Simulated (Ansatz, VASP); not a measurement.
One calculation of TiTe2, two programs

```
CELL_PARAMETERS angstrom
5.32449 0.00000 0.00000
-2.66225 4.61114 0.00000
0.00000 0.00000 3.08609
ATOMIC_POSITIONS crystal
Ti 0.00000 0.00000 0.00000
Te 0.33333 0.66667 0.50000
Te 0.66667 0.33333 0.50000
```

Alike in both runs: task relaxation of cell and atoms; functional PBE; k mesh 6 × 6 × 6; occupations gaussian, width 0.1 eV; no spin polarisation.

|  | VASP | Ansatz |
| --- | --- | --- |
| version | VASP 6.6.1 | Ansatz 0.2.0 |
| potentials or method | VASP PAW PBE potentials, release 64 (Ti_sv, Te), cutoff 600 eV | scalar-relativistic, plane waves, PAW |
| valence electrons in the cell | 24 | 44 |

VASP gave:

* gap on the k mesh at the Fermi level, each at its own relaxed structure (eV): none
* relaxed volume (Å³/atom): 25.26
* relaxed length of the cell vector where the two differ most in proportion (Å): 3.122

Q: What did Ansatz give for the same quantities?

A: gap on the k mesh at the Fermi level, each at its own relaxed structure (eV): none; relaxed volume (Å³/atom): 25.24; relaxed length of the cell vector where the two differ most in proportion (Å): 3.119.

A gap of «none» marks a metal or a gap that the smearing closes. VASP's potentials hold 24 valence electrons a cell and Ansatz's 44, so a difference there can come from the potentials and not from the codes.

Spin-orbit coupling is off throughout.
